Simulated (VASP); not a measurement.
# ZrNbSe3 (Pm-3m) in VASP: further runs

ZrNbSe3 is run at these levels: PBE; tasks: single point.

Program: VASP 6.6.1. These are calculated values, not measurements. Logs are shortened: lines on timing, memory, paths and dates and some standing lists are left out, and cuts for length are marked.

### Step 1. The cell of the first run

The structure is cubic, space group Pm-3m (No. 221). Conventional cell: a = 5.001 Å, b = 5.001 Å, c = 5.001 Å, α = 90.00°, β = 90.00°, γ = 90.00°. Within 4.6 Å of Zr (site symmetry m-3m) lie 12 Se at 3.54 Å and 8 Nb at 4.33 Å. Nb (site symmetry m-3m) has 6 Se at 2.50 Å within 3.3 Å. Se (site symmetry 4/mmm) has 2 Nb at 2.50 Å within 3.3 Å.

### Step 2. Single point, PBE, collinear spin, ferrimagnetic start

Contents of INCAR:

```
PREC = Accurate
ENCUT = 520
EDIFF = 1E-6
ISMEAR = 0
SIGMA = 0.1
LREAL = False
LASPH = True
NELM = 150
ALGO = Normal
ISIF = 2
LWAVE = False
LCHARG = False
ISPIN = 2
MAGMOM = 1.7 0.6 -0.06 -0.06 -0.06
LORBIT = 11
LMAXMIX = 4
GGA = PE
NBANDS = 34
```

Contents of KPOINTS:

```
regular mesh
0
Gamma
  4 4 4
```

Contents of POSCAR:

```
ZrNbSe3
1.0
    5.0008393875      0.0000000000      0.0000000000
    0.0000000000      5.0008393875      0.0000000000
    0.0000000000      0.0000000000      5.0008393875
Zr Nb Se
1 1 3
Direct
    0.5000000000      0.5000000000      0.5000000000
    0.0000000000      0.0000000000      0.0000000000
    0.5000000000      0.0000000000      0.0000000000
    0.0000000000      0.0000000000      0.5000000000
    0.0000000000      0.5000000000      0.0000000000
```

Potentials or basis: VASP PAW PBE potentials, release 64 (Zr_sv, Nb_sv, Se).

On the command line:

```
> cat potpaw_PBE.64/Zr_sv/POTCAR potpaw_PBE.64/Nb_sv/POTCAR potpaw_PBE.64/Se/POTCAR > POTCAR
> mpirun -np 1 vasp_std > vasp.out
```

OUTCAR:

```text
PREC = Accurate
   ENCUT = 520
   EDIFF = 1E-6
   ISMEAR = 0
   LREAL = False
   LASPH = True
   NELM = 150
   ISIF = 2
   ISPIN = 2
   LORBIT = 11
   GGA = PE

 ion  position               nearest neighbor table
   1  0.500  0.500  0.500-
   2  0.000  0.000  0.000-   3 2.50   4 2.50   5 2.50   4 2.50   5 2.50   3 2.50
   3  0.500  0.000  0.000-   2 2.50   2 2.50
   4  0.000  0.000  0.500-   2 2.50   2 2.50
   5  0.000  0.500  0.000-   2 2.50   2 2.50

  LATTYP: Found a simple cubic cell.
 ALAT       =     5.0008393875

  Lattice vectors:

 A1 = (   5.0008393875,   0.0000000000,   0.0000000000)
 A2 = (   0.0000000000,   5.0008393875,   0.0000000000)
 A3 = (   0.0000000000,   0.0000000000,   5.0008393875)

Analysis of symmetry for initial positions (statically):
=====================================================================
 Subroutine PRICEL returns:
 Original cell was already a primitive cell.

 Routine SETGRP: Setting up the symmetry group for a
 simple cubic supercell.

 Subroutine GETGRP returns: Found 48 space group operations
 (whereof 48 operations were pure point group operations)
 out of a pool of 48 trial point group operations.

The static configuration has the point symmetry O_h .

Analysis of symmetry for dynamics (positions and initial velocities):
=====================================================================
 Subroutine PRICEL returns:
 Original cell was already a primitive cell.

 Routine SETGRP: Setting up the symmetry group for a
 simple cubic supercell.

 Subroutine GETGRP returns: Found 48 space group operations
 (whereof 48 operations were pure point group operations)
 out of a pool of 48 trial point group operations.

The dynamic configuration has the point symmetry O_h .

Analysis of structural, dynamic, and magnetic symmetry:
=====================================================================
 Subroutine PRICEL returns:
 Original cell was already a primitive cell.

 Routine SETGRP: Setting up the symmetry group for a
 simple cubic supercell.

 Subroutine GETGRP returns: Found 48 space group operations
 (whereof 48 operations were pure point group operations)
 out of a pool of 48 trial point group operations.

The overall configuration has the point symmetry O_h .

 Subroutine INISYM returns: Found 48 space group operations
 (whereof 48 operations are pure point group operations),
 and found     1 'primitive' translations

----------------------------------------------------------------------------------------

                                     Primitive cell

  volume of cell :     125.0630

  direct lattice vectors                    reciprocal lattice vectors
     5.000839388  0.000000000  0.000000000     0.199966430  0.000000000  0.000000000
     0.000000000  5.000839388  0.000000000     0.000000000  0.199966430  0.000000000
     0.000000000  0.000000000  5.000839388     0.000000000  0.000000000  0.199966430

  length of vectors
     5.000839388  5.000839388  5.000839388     0.199966430  0.199966430  0.199966430

  position of ions in fractional coordinates (direct lattice)
     0.500000000  0.500000000  0.500000000
     0.000000000  0.000000000  0.000000000
     0.500000000  0.000000000  0.000000000
     0.000000000  0.000000000  0.500000000
     0.000000000  0.500000000  0.000000000

  ion indices of the primitive-cell ions
   primitive index   ion index
                 1           1
                 2           2
                 3           3
                 4           4
                 5           5

----------------------------------------------------------------------------------------

 KPOINTS: regular mesh

Automatic generation of k-mesh.
 Grid dimensions read from file:
 generate k-points for:    4    4    4

 Generating k-lattice:

  Cartesian coordinates                     Fractional coordinates (reciprocal lattice)
     0.049991608  0.000000000  0.000000000     0.250000000  0.000000000  0.000000000
     0.000000000  0.049991608  0.000000000     0.000000000  0.250000000  0.000000000
     0.000000000  0.000000000  0.049991608     0.000000000  0.000000000  0.250000000

  Length of vectors
     0.049991608  0.049991608  0.049991608

  Shift w.r.t. Gamma in fractional coordinates (k-lattice)
     0.000000000  0.000000000  0.000000000

 Subroutine IBZKPT returns following result:
 ===========================================

 Found     10 irreducible k-points:

 Following reciprocal coordinates:
            Coordinates               Weight
  0.000000  0.000000  0.000000      1.000000
  0.250000  0.000000  0.000000      6.000000
  0.500000  0.000000  0.000000      3.000000
  0.250000  0.250000  0.000000     12.000000
  0.500000  0.250000  0.000000     12.000000
  0.500000  0.500000  0.000000      3.000000
  0.250000  0.250000  0.250000      8.000000
  0.500000  0.250000  0.250000     12.000000
  0.500000  0.500000  0.250000      6.000000
  0.500000  0.500000  0.500000      1.000000
   k-points           NKPTS =     10   k-points in BZ     NKDIM =     10   number of bands    NBANDS=     34
   number of dos      NEDOS =    301   number of ions     NIONS =      5
   total plane-waves  NPLWV =  64000
   dimension x,y,z NGX =    40 NGY =   40 NGZ =   40
   dimension x,y,z NGXF=    80 NGYF=   80 NGZF=   80
   ions per type =               1   1   3
   NGX,Y,Z   is equivalent  to a cutoff of  13.30, 13.30, 13.30 a.u.
   NGXF,Y,Z  is equivalent  to a cutoff of  26.59, 26.59, 26.59 a.u.
 SYSTEM =  unknown system
   PREC   = accura    normal or accurate (medium, high low for compatibility)
   ISTART =      0    job   : 0-new  1-cont  2-samecut
   ICHARG =      2    charge: 1-file 2-atom 10-const
   ISPIN  =      2    spin polarized calculation?
   LNONCOLLINEAR =      F non collinear calculations
   LSORBIT =      F    spin-orbit coupling
   LASPH  =      T    aspherical Exc in radial PAW
   ENCUT  =  520.0 eV  38.22 Ry    6.18 a.u.   9.30  9.30  9.30*2*pi/ulx,y,z
   NELM   =    150;   NELMIN=  2; NELMDL= -5     # of ELM steps
   EDIFF  = 0.1E-05   stopping-criterion for ELM
   LREAL  =      F    real-space projection
   EDIFFG = 0.1E-04   stopping-criterion for IOM
   NSW    =      0    number of steps for IOM
   IBRION =     -1    ionic relax: 0-MD 1-quasi-New 2-CG
   NFREE  =      0    steps in history (QN), initial steepest desc. (CG)
   ISIF   =      2    stress and relaxation
   ISYM   =      2    0-nonsym 1-usesym 2-fastsym
   POTIM  = 0.5000    time-step for ionic-motion
   TEBEG  =    0.0;   TEEND  =   0.0 temperature during run
   PSTRESS=    0.0 pullay stress
   NELECT =      43.0000    total number of electrons
   NUPDOWN=      -1.0000    fix difference up-down
   EMIN   =  10.00;   EMAX   =-10.00  energy-range for DOS
   EFERMI =   0.00;   METHOD = LEGACY
   ISMEAR =     0;   SIGMA  =   0.10  broadening in eV -4-tet -1-fermi 0-gaus
   EFERMI_NEDOS =   21; number of points for ismear=-14 and -15
   IALGO  =     38    algorithm
   IMIX   =      4    mixing-type and parameters
     AMIX     =   0.40;   BMIX     =  1.00
     AMIX_MAG =   1.60;   BMIX_MAG =  1.00
  volume/ion in A,a.u.               =      25.01       168.79
  Fermi-wavevector in a.u.,A,eV,Ry     =   1.146889  2.167306 17.896485  1.315355
  Thomas-Fermi vector in A             =   2.283571
   LORBIT       =     11    0 simple, 1 ext, 2 COOP (PROOUT), +10 PAW based schemes
   GGA     = PE    functional components
   LHFCALC =     F    Hartree Fock is set to
   AEXX    =    0.0000 exact exchange contribution
   IVDW    =     0    specifies the selected vdW correction
   LEPSILON=     F    determine dielectric tensor
   LRPA    =     F    only Hartree local field effects (RPA)
 spin polarized calculation
 Gauss-broadening in eV      SIGMA  =   0.10
  energy-cutoff  :      520.00
  volume of cell :      125.06
 maximum number of plane-waves:      3407
 NGX is ok and might be reduce to    40
   NGX = 19   NGY = 19   NGZ = 19

 number of electron      42.9999997 magnetization       2.6188600

 Free energy of the ion-electron system (eV)
  ---------------------------------------------------
  ext. energy  EPLUGINS =         0.00000000
  ---------------------------------------------------
  free energy    TOTEN  =       -29.37694425 eV

  energy without entropy =      -29.33953801  energy(sigma->0) =      -29.35824113

 E-fermi :   6.0392     XC(G=0):  -9.8345

 val. band max:        6.0383257366   @ k =   0.5000   0.5000   0.2500
 cond. band min:       6.0444064049   @ k =   0.5000   0.5000   0.5000
 fundamental gap:      0.0060806682
 Fermi energy:         6.0391708961

 spin component 1

 k-point     1 :       0.0000    0.0000    0.0000
  band No.  band energies     occupation
      1     -50.1442      1.00000
      2     -44.8613      1.00000
      3     -26.3159      1.00000
      4     -26.3159      1.00000
      5     -26.3159      1.00000
      6     -22.8988      1.00000
[... 25 lines left out ...]
     32      10.8576      0.00000
     33      12.4520      0.00000

 k-point     2 :       0.2500    0.0000    0.0000
  band No.  band energies     occupation
      1     -50.1443      1.00000
      2     -44.8613      1.00000
      3     -26.3194      1.00000
      4     -26.3156      1.00000
      5     -26.3156      1.00000
      6     -22.9005      1.00000
[... 25 lines left out ...]
     32      10.8962      0.00000
     33      12.3540      0.00000
[... 250 lines left out ...]
     32      12.1926      0.00000
     33      12.1929      0.00000

 k-point    10 :       0.5000    0.5000    0.5000
  band No.  band energies     occupation
      1     -50.1446      1.00000
      2     -44.8611      1.00000
      3     -26.3218      1.00000
      4     -26.3218      1.00000
      5     -26.3218      1.00000
      6     -22.9013      1.00000
[... 25 lines left out ...]
     32      12.0313      0.00000
     33      12.9921      0.00000
 Fermi energy:         6.0391708961

 spin component 2

 k-point     1 :       0.0000    0.0000    0.0000
  band No.  band energies     occupation
      1     -49.6994      1.00000
      2     -44.0033      1.00000
      3     -25.8086      1.00000
      4     -25.8086      1.00000
      5     -25.8086      1.00000
      6     -21.8833      1.00000
[... 25 lines left out ...]
     32      11.2013      0.00000
     33      12.9200      0.00000

 k-point     2 :       0.2500    0.0000    0.0000
  band No.  band energies     occupation
      1     -49.6994      1.00000
      2     -44.0033      1.00000
      3     -25.8125      1.00000
      4     -25.8083      1.00000
      5     -25.8083      1.00000
      6     -21.8850      1.00000
[... 25 lines left out ...]
     32      11.5727      0.00000
     33      12.7967      0.00000
[... 250 lines left out ...]
     32      12.4998      0.00000
     33      12.8359      0.00000

 k-point    10 :       0.5000    0.5000    0.5000
  band No.  band energies     occupation
      1     -49.6998      1.00000
      2     -44.0032      1.00000
      3     -25.8153      1.00000
      4     -25.8153      1.00000
      5     -25.8153      1.00000
      6     -21.8857      1.00000
[... 25 lines left out ...]
     32      12.3020      0.00000
     33      13.1657      0.00000
 [bands above 33 left out]

------------------------ aborting loop because EDIFF is reached ----------------------------------------

  FORCE on cell =-STRESS in cart. coord.  units (eV):
  Direction    XX          YY          ZZ          XY          YZ          ZX
  --------------------------------------------------------------------------------------
  -------------------------------------------------------------------------------------
  Total       -0.0432340     -0.0432340     -0.0432340     -0.0000000     -0.0000000     -0.0000000
  in kB       -0.5538699     -0.5538699     -0.5538699     -0.0000000     -0.0000000     -0.0000000
  external PRESSURE =      -0.5538699 kB  Pullay stress =       0.0000000 kB

 VOLUME and BASIS-vectors are now :
 -----------------------------------------------------------------------------
  energy-cutoff  :      520.00
  volume of cell :      125.06
      direct lattice vectors                 reciprocal lattice vectors
     5.000839388  0.000000000  0.000000000     0.199966430  0.000000000  0.000000000
     0.000000000  5.000839388  0.000000000     0.000000000  0.199966430  0.000000000
     0.000000000  0.000000000  5.000839388     0.000000000  0.000000000  0.199966430

 POSITION                                       TOTAL-FORCE (eV/Angst)
 -----------------------------------------------------------------------------------
      2.50042      2.50042      2.50042         0.000000      0.000000      0.000000
      0.00000      0.00000      0.00000         0.000000      0.000000      0.000000
      2.50042      0.00000      0.00000         0.000000      0.000000      0.000000
      0.00000      0.00000      2.50042         0.000000      0.000000      0.000000
      0.00000      2.50042      0.00000         0.000000      0.000000      0.000000
 -----------------------------------------------------------------------------------
    total drift:                                0.000000      0.000000     -0.000000

  FREE ENERGIE OF THE ION-ELECTRON SYSTEM (eV)
  ---------------------------------------------------
  free  energy   TOTEN  =       -29.3769442522 eV

  energy  without entropy=      -29.3395380138  energy(sigma->0) =      -29.35824113

 total charge

# of ion       s       p       d       tot
------------------------------------------
    1        2.081   5.893   1.570   9.544
    2        2.160   6.036   2.454  10.651
    3        1.462   2.386   0.040   3.888
    4        1.462   2.386   0.040   3.888
    5        1.462   2.386   0.040   3.888
--------------------------------------------------
tot          8.628  19.086   4.146  31.859

 magnetization (x)

# of ion       s       p       d       tot
------------------------------------------
    1        0.044   0.006   1.260   1.309
    2        0.007   0.006   0.639   0.652
    3        0.002  -0.075   0.011  -0.062
    4        0.002  -0.075   0.011  -0.062
    5        0.002  -0.075   0.011  -0.062
--------------------------------------------------
tot          0.056  -0.214   1.932   1.774
```

It took 2.6 min on 1 thread of Intel Xeon Platinum 8488C (Sapphire Rapids), shared host; peak memory 0.32 GiB.

Results:

- Free energy: -29.3769 eV
- Pressure: -0.1 GPa
- Net moment: 2.62 μB per cell
- Site moments: Zr +1.31; Nb +0.65; Se -0.06 μB
- Valence electrons inside the program's atomic spheres: Zr 9.54; Nb 10.65; Se 3.89

(Part 1 of 2 ends here.)
